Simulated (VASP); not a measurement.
# In (I4/mmm) in VASP: settings compared, part 2 of 2

VASP 6.6.1. Earlier steps stand in the parts before.

## (3) Single point, PBE

The input, INCAR:

```
  ALGO = Normal
  EDIFF = 1E-6
  ENCUT = 520
  GGA = PE
  ISIF = 2
  ISMEAR = 1
  LASPH = True
  LCHARG = False
  LREAL = False
  LWAVE = False
  NBANDS = 12
  NELM = 80
  PREC = Accurate
  SIGMA = 0.1
```

The input, KPOINTS:

```
k-points
0
Gamma
  16 16 16
```

The input, POSCAR:

```
In
1.0
   -1.6254700000      1.6254700000      2.4737000000
    1.6254700000     -1.6254700000      2.4737000000
    1.6254700000      1.6254700000     -2.4737000000
In
1
Direct
    0.0000000000      0.0000000000      0.0000000000
```

Potentials or basis: VASP PAW PBE potentials, release 64 (In_d).

Run with:

```sh
> cat potpaw_PBE.64/In_d/POTCAR > POTCAR
> mpirun -np 1 vasp_std > vasp.out
```

OUTCAR:

```text
EDIFF = 1E-6
   ENCUT = 520
   GGA = PE
   ISIF = 2
   ISMEAR = 1
   LASPH = True
   LREAL = False
   NELM = 80
   PREC = Accurate

 ion  position               nearest neighbor table
   1  0.000  0.000  0.000-

  LATTYP: Found a body centered tetragonal cell.
 ALAT       =     3.2509400000
 C/A-ratio  =     1.5218367611

  Lattice vectors:

 A1 = (  -1.6254700000,   1.6254700000,   2.4737000000)
 A2 = (   1.6254700000,  -1.6254700000,   2.4737000000)
 A3 = (   1.6254700000,   1.6254700000,  -2.4737000000)

Analysis of symmetry for initial positions (statically):
=====================================================================
 Subroutine PRICEL returns:
 Original cell was already a primitive cell.

 Routine SETGRP: Setting up the symmetry group for a
 body centered tetragonal supercell.

 Subroutine GETGRP returns: Found 16 space group operations
 (whereof 16 operations were pure point group operations)
 out of a pool of 16 trial point group operations.

The static configuration has the point symmetry D_4h.

Analysis of symmetry for dynamics (positions and initial velocities):
=====================================================================
 Subroutine PRICEL returns:
 Original cell was already a primitive cell.

 Routine SETGRP: Setting up the symmetry group for a
 body centered tetragonal supercell.

 Subroutine GETGRP returns: Found 16 space group operations
 (whereof 16 operations were pure point group operations)
 out of a pool of 16 trial point group operations.

The dynamic configuration has the point symmetry D_4h.

 Subroutine INISYM returns: Found 16 space group operations
 (whereof 16 operations are pure point group operations),
 and found     1 'primitive' translations

----------------------------------------------------------------------------------------

                                     Primitive cell

  volume of cell :      26.1436

  direct lattice vectors                    reciprocal lattice vectors
    -1.625470000  1.625470000  2.473700000     0.000000000  0.307603339  0.202126369
     1.625470000 -1.625470000  2.473700000     0.307603339  0.000000000  0.202126369
     1.625470000  1.625470000 -2.473700000     0.307603339  0.307603339  0.000000000

  length of vectors
     3.376906444  3.376906444  3.376906444     0.368069129  0.368069129  0.435016814

  position of ions in fractional coordinates (direct lattice)
     0.000000000  0.000000000  0.000000000

  ion indices of the primitive-cell ions
   primitive index   ion index
                 1           1

----------------------------------------------------------------------------------------

 KPOINTS: k-points

Automatic generation of k-mesh.
 Grid dimensions read from file:
 generate k-points for:   16   16   16

 Generating k-lattice:

  Cartesian coordinates                     Fractional coordinates (reciprocal lattice)
     0.000000000  0.019225209  0.012632898     0.062500000  0.000000000 -0.000000000
     0.019225209  0.000000000  0.012632898     0.000000000  0.062500000 -0.000000000
     0.019225209  0.019225209  0.000000000     0.000000000  0.000000000  0.062500000

  Length of vectors
     0.023004321  0.023004321  0.027188551

  Shift w.r.t. Gamma in fractional coordinates (k-lattice)
     0.000000000  0.000000000  0.000000000

 Subroutine IBZKPT returns following result:
 ===========================================

 Found    349 irreducible k-points:

 Following reciprocal coordinates:
            Coordinates               Weight
  0.000000  0.000000  0.000000      1.000000
  0.062500  0.000000 -0.000000      8.000000
  0.125000  0.000000 -0.000000      8.000000
  0.187500  0.000000 -0.000000      8.000000
  0.250000  0.000000 -0.000000      8.000000
  0.312500  0.000000 -0.000000      8.000000
[... 16 lines left out ...]
 -0.125000  0.062500  0.000000     16.000000
 -0.062500  0.062500  0.000000      4.000000
 [... further k-points ...]
   k-points           NKPTS =    349   k-points in BZ     NKDIM =    349   number of bands    NBANDS=     12
   number of dos      NEDOS =    301   number of ions     NIONS =      1
   total plane-waves  NPLWV =  21952
   dimension x,y,z NGX =    28 NGY =   28 NGZ =   28
   dimension x,y,z NGXF=    56 NGYF=   56 NGZF=   56
   ions per type =               1
   NGX,Y,Z   is equivalent  to a cutoff of  13.78, 13.78, 13.78 a.u.
   NGXF,Y,Z  is equivalent  to a cutoff of  27.57, 27.57, 27.57 a.u.
 SYSTEM =  unknown system
   PREC   = accura    normal or accurate (medium, high low for compatibility)
   ISTART =      0    job   : 0-new  1-cont  2-samecut
   ICHARG =      2    charge: 1-file 2-atom 10-const
   ISPIN  =      1    spin polarized calculation?
   LNONCOLLINEAR =      F non collinear calculations
   LSORBIT =      F    spin-orbit coupling
   LASPH  =      T    aspherical Exc in radial PAW
   ENCUT  =  520.0 eV  38.22 Ry    6.18 a.u.   6.28  6.28  6.28*2*pi/ulx,y,z
   NELM   =     80;   NELMIN=  2; NELMDL= -5     # of ELM steps
   EDIFF  = 0.1E-05   stopping-criterion for ELM
   LREAL  =      F    real-space projection
   EDIFFG = 0.1E-04   stopping-criterion for IOM
   NSW    =      0    number of steps for IOM
   IBRION =     -1    ionic relax: 0-MD 1-quasi-New 2-CG
   NFREE  =      0    steps in history (QN), initial steepest desc. (CG)
   ISIF   =      2    stress and relaxation
   ISYM   =      2    0-nonsym 1-usesym 2-fastsym
   POTIM  = 0.5000    time-step for ionic-motion
   TEBEG  =    0.0;   TEEND  =   0.0 temperature during run
   PSTRESS=    0.0 pullay stress
   NELECT =      13.0000    total number of electrons
   NUPDOWN=      -1.0000    fix difference up-down
   EMIN   =  10.00;   EMAX   =-10.00  energy-range for DOS
   EFERMI =   0.00;   METHOD = LEGACY
   ISMEAR =     1;   SIGMA  =   0.10  broadening in eV -4-tet -1-fermi 0-gaus
   EFERMI_NEDOS =   21; number of points for ismear=-14 and -15
   IALGO  =     38    algorithm
   IMIX   =      4    mixing-type and parameters
     AMIX     =   0.40;   BMIX     =  1.00
     AMIX_MAG =   1.60;   BMIX_MAG =  1.00
  volume/ion in A,a.u.               =      26.14       176.43
  Fermi-wavevector in a.u.,A,eV,Ry     =   1.296983  2.450943 22.887245  1.682165
  Thomas-Fermi vector in A             =   2.428405
   LORBIT       =      0    0 simple, 1 ext, 2 COOP (PROOUT), +10 PAW based schemes
   GGA     = PE    functional components
   LHFCALC =     F    Hartree Fock is set to
   AEXX    =    0.0000 exact exchange contribution
   IVDW    =     0    specifies the selected vdW correction
   LEPSILON=     F    determine dielectric tensor
   LRPA    =     F    only Hartree local field effects (RPA)
 non-spin polarized calculation
 Methfessel and Paxton  Order N= 1 SIGMA  =   0.10
  energy-cutoff  :      520.00
  volume of cell :       26.14
 maximum number of plane-waves:       723
 NGX is ok and might be reduce to    28
   NGX = 13   NGY = 13   NGZ = 13

 number of electron      13.0000006 magnetization

 Free energy of the ion-electron system (eV)
  ---------------------------------------------------
  ext. energy  EPLUGINS =         0.00000000
  ---------------------------------------------------
  free energy    TOTEN  =        -2.55190245 eV

  energy without entropy =       -2.55220414  energy(sigma->0) =       -2.55200301

 E-fermi :   7.5790     XC(G=0): -10.2567

 val. band max:        7.5727487613   @ k =  -0.2500  -0.4375   0.1875
 cond. band min:       7.5987585381   @ k =  -0.3750   0.3750   0.2500
 fundamental gap:      0.0260097767
 Fermi energy:         7.5790199777

 k-point     1 :       0.0000    0.0000    0.0000
  band No.  band energies     occupation
      1      -7.1786      2.00000
      2      -7.0729      2.00000
      3      -7.0729      2.00000
      4      -6.9920      2.00000
      5      -6.8880      2.00000
      6      -2.0187      2.00000
      7      18.0779      0.00000
      8      18.0779      0.00000
      9      18.2514      0.00000
     10      19.1096      0.00000
     11      21.4934      0.00000
     12      21.6206      0.00000
[... 331 lines left out ...]
 k-point    24 :      -0.0625    0.0625    0.0000
  band No.  band energies     occupation
      1      -7.1617      2.00000
      2      -7.0820      2.00000
      3      -7.0628      2.00000
      4      -6.9875      2.00000
      5      -6.8950      2.00000
      6      -1.8992      2.00000
      7      17.3119      0.00000
      8      17.4944      0.00000
      9      17.6315      0.00000
     10      18.5587      0.00000
     11      22.3768      0.00000
     12      22.3873      0.00000

 [... further k-points ...]
[... 5 lines left out ...]
  --------------------------------------------------------------------------------------
  -------------------------------------------------------------------------------------
  Total        0.3102544      0.3102544      0.3201765      0.0000000     -0.0000000      0.0000000
  in kB       19.0135639     19.0135639     19.6216281      0.0000000     -0.0000000      0.0000000
  external PRESSURE =      19.2162519 kB  Pullay stress =       0.0000000 kB

 VOLUME and BASIS-vectors are now :
 -----------------------------------------------------------------------------
  energy-cutoff  :      520.00
  volume of cell :       26.14
      direct lattice vectors                 reciprocal lattice vectors
    -1.625470000  1.625470000  2.473700000     0.000000000  0.307603339  0.202126369
     1.625470000 -1.625470000  2.473700000     0.307603339  0.000000000  0.202126369
     1.625470000  1.625470000 -2.473700000     0.307603339  0.307603339  0.000000000

 POSITION                                       TOTAL-FORCE (eV/Angst)
 -----------------------------------------------------------------------------------
      0.00000      0.00000      0.00000         0.000000     -0.000000     -0.000000
 -----------------------------------------------------------------------------------
    total drift:                               -0.000000     -0.000000     -0.000000

  FREE ENERGIE OF THE ION-ELECTRON SYSTEM (eV)
  ---------------------------------------------------
  free  energy   TOTEN  =        -2.5519024501 eV

  energy  without entropy=       -2.5522041366  energy(sigma->0) =       -2.55200301
```

OSZICAR:

```text
N       E                     dE             d eps       ncg     rms          rms(c)
DAV:   1     0.783412305489E+02    0.78341E+02   -0.62440E+03  8480   0.136E+03
DAV:   2     0.123252909921E+01   -0.77109E+02   -0.75099E+02  8768   0.291E+02
DAV:   3    -0.249020614843E+01   -0.37227E+01   -0.37103E+01  9980   0.645E+01
DAV:   4    -0.257593925165E+01   -0.85733E-01   -0.85709E-01 10636   0.967E+00
DAV:   5    -0.257965880001E+01   -0.37195E-02   -0.37194E-02 11664   0.178E+00    0.231E+00
DAV:   6    -0.255662697342E+01    0.23032E-01   -0.36840E-02 10628   0.393E+00    0.114E+00
DAV:   7    -0.255216731747E+01    0.44597E-02   -0.11494E-02 10968   0.203E+00    0.258E-01
DAV:   8    -0.255189509267E+01    0.27222E-03   -0.90201E-04 11656   0.496E-01    0.333E-02
DAV:   9    -0.255190176591E+01   -0.66732E-05   -0.11795E-05 11528   0.457E-02    0.148E-02
DAV:  10    -0.255190245006E+01   -0.68415E-06   -0.11601E-06  8092   0.120E-02
   1 F= -.25519025E+01 E0= -.25520030E+01  d E =0.301687E-03
```

stdout:

```text
POSCAR found type information on POSCAR In
 POSCAR found :  1 types and       1 ions
 scaLAPACK will be used
 LDA part: xc-table for (Slater+PW92), standard interpolation
 POSCAR, INCAR and KPOINTS ok, starting setup
 FFT: planning ... GRIDC
 FFT: planning ... GRID_SOFT
 FFT: planning ... GRID
 WAVECAR not read
 entering main loop
```

It took 40 s on 1 thread of Intel Xeon 6975P-C (Granite Rapids), shared host; peak memory 0.23 GiB.

What came out:

```
Free energy : -2.5519 eV
Pressure    : 1.9 GPa
```

Levels at points of the mesh, in eV from the Fermi level:
```csv
k point,band 3,band 4,band 5,band 6,band 7,band 8,band 9,band 10
"(0.00, 0.00, 0.00)",-14.65,-14.57,-14.47,-9.60,10.50,10.50,10.67,11.53
"(0.50, 0.00, 0.00)",-14.64,-14.38,-14.34,-4.35,-3.42,7.49,9.11,11.06
"(0.50, 0.50, 0.00)",-14.38,-14.36,-14.27,-2.01,-1.70,3.48,3.91,6.97
"(0.50, 0.50, 0.50)",-14.36,-14.33,-14.33,-2.97,-2.72,4.69,4.69,8.14
```

Caveat: spin-orbit coupling is left out, which moves the levels of the heavy elements.

## (4) Single point, PBE

The input, INCAR:

```
SYSTEM = In
PREC = Accurate ; ENCUT = 520
EDIFF = 1E-6 ; ISMEAR = 1
SIGMA = 0.1 ; LREAL = .False.
LASPH = .True. ; NELM = 100
ALGO = Fast ; ISIF = 2
LWAVE = .False. ; LCHARG = .False.
GGA = PE ; NBANDS = 12
```

The input, KPOINTS:

```
Automatic mesh
0
Gamma
  19 19 19
  0 0 0
```

POSCAR is that of step 3.

Run with:

```sh
> cat potpaw_PBE.64/In_d/POTCAR > POTCAR
> mpirun -np 1 vasp_std > vasp.out
```

It took 1.8 min on 1 thread of Intel Xeon 6975P-C (Granite Rapids), shared host; peak memory 0.28 GiB.

Results (log left out):

```
Free energy : -2.5516 eV
Pressure    : 2.0 GPa
```

Stress tensor (GPa, compression positive):
```
2.04 0.00 0.00
0.00 2.04 0.00
0.00 0.00 1.92
```

Levels at points of the mesh, in eV from the Fermi level:
```tsv
k point	band 4	band 5	band 6	band 7	band 8	band 9
(0.00, 0.00, 0.00)	-14.51	-14.40	-9.53	10.56	10.56	10.74
```

Caveat: spin-orbit coupling is left out, which moves the levels of the heavy elements.

## (5) Single point, PBE, non-collinear spin, zero start, spin-orbit coupling

The input, INCAR:

```
SYSTEM = In
PREC = Accurate
ENCUT = 520
EDIFF = 1E-6
ISMEAR = -1
SIGMA = 0.1
LREAL = .False.
LASPH = .True.
NELM = 150
ALGO = Normal
ISIF = 2
LWAVE = .False.
LCHARG = .False.
MAGMOM = 0 0 0
LORBIT = 11
LSORBIT = .True.
GGA_COMPAT = .False.
LORBMOM = .True.
GGA = PE
NBANDS = 24
```

The input, KPOINTS:

```
regular mesh
0
Gamma
  10 10 10
  0 0 0
```

POSCAR is that of step 4.

Run with:

```sh
> cat potpaw_PBE.64/In_d/POTCAR > POTCAR
> mpirun -np 1 vasp_ncl > vasp.out
```

Run time: 59 s. Hardware: 1 thread of Intel Xeon 6975P-C (Granite Rapids), shared host; peak memory 0.29 GiB.

The run converged. Its results:

```yaml
Free_energy: -2.5983 eV
Pressure: 1.9 GPa
Net_moment: 0.00 μB per cell
Valence_electrons_inside_the_program's_atomic_spheres: In 11.34
```

Stress tensor (GPa, compression positive):
```
2.66 0.00 0.00
0.00 2.66 0.00
0.00 0.00 0.51
```

Moments on the atoms (μB; x, y, z):
```
In  0.00 0.00 0.00
```

## (6) Single point, r2SCAN

This run uses another cell than the first one, of 25.62 Å³/atom, 0.980 times its volume.

The input, POSCAR:

```
In
1.0
   -1.6145604767      1.6145604767      2.4570974863
    1.6145604767     -1.6145604767      2.4570974863
    1.6145604767      1.6145604767     -2.4570974863
In
1
Direct
    0.0000000000      0.0000000000      0.0000000000
```

The input, INCAR.step1:

```
SYSTEM = In
PREC = Accurate ; ENCUT = 520
ISMEAR = -1 ; SIGMA = 0.05
LREAL = .FALSE. ; LASPH = .TRUE.
NELM = 100 ; NBANDS = 12
GGA = PE ; ALGO = Normal
EDIFF = 1E-4 ; LWAVE = .TRUE.
LCHARG = .FALSE.
```

The input, INCAR.step2:

```
SYSTEM = In
PREC = Accurate ; ENCUT = 520
EDIFF = 1E-6 ; ISMEAR = -1
SIGMA = 0.05 ; LREAL = .FALSE.
LASPH = .TRUE. ; NELM = 100
ALGO = Normal ; ISIF = 2
LWAVE = .FALSE. ; LCHARG = .FALSE.
METAGGA = R2SCAN ; LMIXTAU = .TRUE.
NBANDS = 12 ; ISTART = 1
```

The input, KPOINTS:

```
regular mesh
0
G
  11 11 11
  0 0 0
```

Potentials or basis: VASP PAW PBE potentials, release 64 (In_d).

Run with:

```sh
> cat potpaw_PBE.64/In_d/POTCAR > POTCAR
> cp INCAR.step1 INCAR
> mpirun -np 1 vasp_std > vasp.out
> cp INCAR.step2 INCAR
> mpirun -np 1 vasp_std > vasp.out
```

Wall time 3.4 min (1 thread of Intel Xeon Platinum 8259CL at 2.50GHz (Skylake/Cascade Lake), shared host); peak memory 0.19 GiB.

The run converged. Its results:

* Free energy: -22.5701 eV
* Pressure: 1.2 GPa

Stress tensor (GPa, compression positive):
```
1.35 0.00 0.00
0.00 1.35 0.00
0.00 0.00 0.85
```

Levels at points of the mesh, in eV from the Fermi level:
| k point | band 4 | band 5 | band 6 | band 7 | band 8 | band 9 |
| --- | --- | --- | --- | --- | --- | --- |
| (0.00, 0.00, 0.00) | -15.18 | -15.06 | -10.24 | 11.30 | 11.30 | 11.54 |

Caveat: the PAW data sets were made with another functional, which shifts forces and pressure a little; spin-orbit coupling is left out, which moves the levels of the heavy elements.

## (7) The runs side by side

| level | spin | cell | k mesh | smearing | gap on the mesh (eV) | pressure (GPa) |
| --- | --- | --- | --- | --- | --- | --- |
| PBE | off | a = 3.377 Å, angles 122.5, 122.5, 85.8°, 1 atom | 13 × 13 × 13 | methfessel-paxton 0.1 eV | none | 2.0 |
| PBE | off | a = 3.377 Å, angles 122.5, 122.5, 85.8°, 1 atom | 16 × 16 × 16 | methfessel-paxton 0.1 eV | none | 1.9 |
| PBE | off | a = 3.377 Å, angles 122.5, 122.5, 85.8°, 1 atom | 19 × 19 × 19 | methfessel-paxton 0.1 eV | none | 2.0 |
| PBE | non-collinear, zero start, SOC | a = 3.377 Å, angles 122.5, 122.5, 85.8°, 1 atom | 10 × 10 × 10 | fermi-dirac 0.1 eV | - | 1.9 |
| r2SCAN | off | a = 3.354 Å, angles 122.5, 122.5, 85.8°, 1 atom | 11 × 11 × 11 | fermi-dirac 0.05 eV | none | 1.2 |

Alike in all rows: task single point; potentials or basis VASP PAW PBE potentials, release 64 (In_d); cutoff (eV) 520.

Every run on the cell as given and a fine mesh finds a metal.

Caveats: spin-orbit coupling is left out, which moves the levels of the heavy elements (some runs); the PAW data sets were made with another functional, which shifts forces and pressure a little (some runs).

Total energies depend on the potentials used, so only differences within one code and one set of settings carry meaning.
